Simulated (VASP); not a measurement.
Crystal: HfBe2Si2.

```
Hf Be Si
1.0
     3.94306    0.00000    0.00000
    -1.97153    3.41479    0.00000
     0.00000    0.00000    6.98291
Hf Be Si
1 2 2
Direct
  0.00000 0.00000 0.00000
  0.00000 0.00000 0.35799
  0.00000 0.00000 0.64201
  0.33333 0.66667 0.50000
  0.66667 0.33333 0.50000
```

The cell was built from a structure type or drawn by symmetry, and may not be a known phase.

| Item | Value |
| --- | --- |
| Program | VASP 6.6.1 |
| Task | relaxation of cell and atoms |
| Functional | PBE |
| Potentials or basis | VASP PAW PBE potentials, release 64 (Hf_pv, Be, Si) |
| Cutoff | 600 eV |
| k mesh | 12 × 12 × 6 |
| Occupations | gaussian, width 0.1 eV |
| Spin | no spin polarisation |

At the start: pressure -0.6 GPa; volume 18.80 Å³/atom.

**Question.** How do energy, volume and symmetry change on relaxing?

**Answer.** Over 5 steps the energy falls by 2.3 meV/atom and the volume is 18.74 Å³/atom (-0.4 %); space group P6/mmm (No. 191, to 0.1 Å) before and after.

The path:
```
step  energy change (eV)  largest force (eV/Å)  pressure (GPa)  volume (Å³)
   1              0.0000                0.0566           -0.57        94.02
   2             -0.0103                0.0359            0.32        93.11
   3             -0.0104                0.0349            0.40        93.04
   4             -0.0115                0.0031            0.06        93.58
   5             -0.0115                0.0036           -0.01        93.69
```

Final structure:
```xyz
5
Lattice="3.9116 0.0000 0.0000 -1.9558 3.3876 0.0000 0.0000 0.0000 7.0707" Properties=species:S:1:pos:R:3 pbc="T T T"
Hf    0.0000    0.0000    0.0000
Be    0.0000    0.0000    2.5258
Be   -1.9558    3.3876    4.5449
Si    0.0000    2.2584    3.5353
Si    1.9558    1.1292    3.5353
```
